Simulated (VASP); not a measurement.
# ZnO: single point with r2SCAN

Crystal: ZnO.

```
Zn O
1.0
     3.23735    0.00000    0.00000
    -1.61868    2.80363    0.00000
     0.00000    0.00000    5.22206
Zn O
2 2
Direct
  0.66667 0.33333 0.50059
  0.33333 0.66667 0.00059
  0.66667 0.33333 0.87972
  0.33333 0.66667 0.37972
```

```yaml
Program: VASP 6.6.1
Task: single point
Functional: r2SCAN
Potentials_or_basis: VASP PAW PBE potentials, release 64 (Zn, O)
Cutoff: 520 eV
k_mesh: 6 × 6 × 4
Occupations: gaussian, width 0.1 eV
Spin: no spin polarisation
```

The pressure is 0.5 GPa, the largest force is 0.019 eV/Å and the band gap on the k mesh is 1.23 eV, direct.

Forces on the atoms (eV/Å):
```
Zn   0.000  0.000 -0.019
Zn   0.000  0.000 -0.019
O    0.000  0.000  0.019
O    0.000  0.000  0.019
```

Levels at points of the mesh, in eV from the valence-band top:
```csv
k point,band 16,band 17,band 18,band 19,band 20,band 21
"(0.00, 0.00, 0.00)",-0.09,0.00,0.00,1.23,5.87,8.81
"(0.50, 0.00, 0.00)",-2.32,-1.31,-0.86,6.42,7.36,8.06
"(0.00, 0.00, 0.50)",-0.40,-0.40,-0.40,3.93,3.93,10.81
"(0.50, 0.00, 0.50)",-1.54,-1.41,-1.41,6.24,6.24,9.16
```

Run time: 32 s on 1 thread of Intel(R) Xeon(R) 6975P-C (Granite Rapids) (shared host), peak memory 0.17 GiB.

Caveat: the PAW data sets were made with another functional, which shifts forces and pressure a little. r2SCAN opens gaps a little over a GGA but as a rule still falls short of measured ones.
